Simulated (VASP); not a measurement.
Here is a VASP 6.6.1 calculation.

INCAR

```
PREC = Accurate ; ENCUT = 600
EDIFF = 1E-6 ; ISMEAR = 0
SIGMA = 0.1 ; LREAL = F
LASPH = T ; NELM = 80
ALGO = Normal ; ISIF = 3
LWAVE = F ; LCHARG = F
GGA = PE ; IBRION = 2
NSW = 100 ; EDIFFG = -0.005
```

KPOINTS

```
Automatic mesh
0
Gamma
  8 8 10
```

Contents of POSCAR:

```
PbO2
1.0
    5.0822736339      0.0000000000      0.0000000000
    0.0000000000      5.0822736339      0.0000000000
    0.0000000000      0.0000000000      3.4417018403
Pb O
2 4
Direct
    0.0000000000      0.0000000000      0.0000000000
    0.5000000000      0.5000000000      0.5000000000
    0.3080386960      0.3080386960      0.0000000000
    0.8080386960      0.1919613040      0.5000000000
    0.1919613040      0.8080386960      0.5000000000
    0.6919613040      0.6919613040      0.0000000000
```

Potentials or basis: VASP PAW PBE potentials, release 64 (Pb_d, O).

The run is started by

```console
$ cat potpaw_PBE.64/Pb_d/POTCAR potpaw_PBE.64/O/POTCAR > POTCAR
$ mpirun -np 1 vasp_std > vasp.out
```

Predict the space group after relaxing (to 0.05 Å).

P4_2/mnm (No. 136).

What does it give for the relaxed volume?

14.83 Å³/atom.

Predict the relaxed cell.

a = 5.082 Å, b = 5.082 Å, c = 3.446 Å, α = 90.00°, β = 90.00°, γ = 90.00°.

Final structure:
```
Pb O
1.0
     5.08189    0.00000    0.00000
     0.00000    5.08189    0.00000
     0.00000    0.00000    3.44579
Pb O
2 4
Direct
  0.00000 0.00000 0.00000
  0.50000 0.50000 0.50000
  0.30790 0.30790 0.00000
  0.80790 0.19210 0.50000
  0.19210 0.80790 0.50000
  0.69210 0.69210 0.00000
```
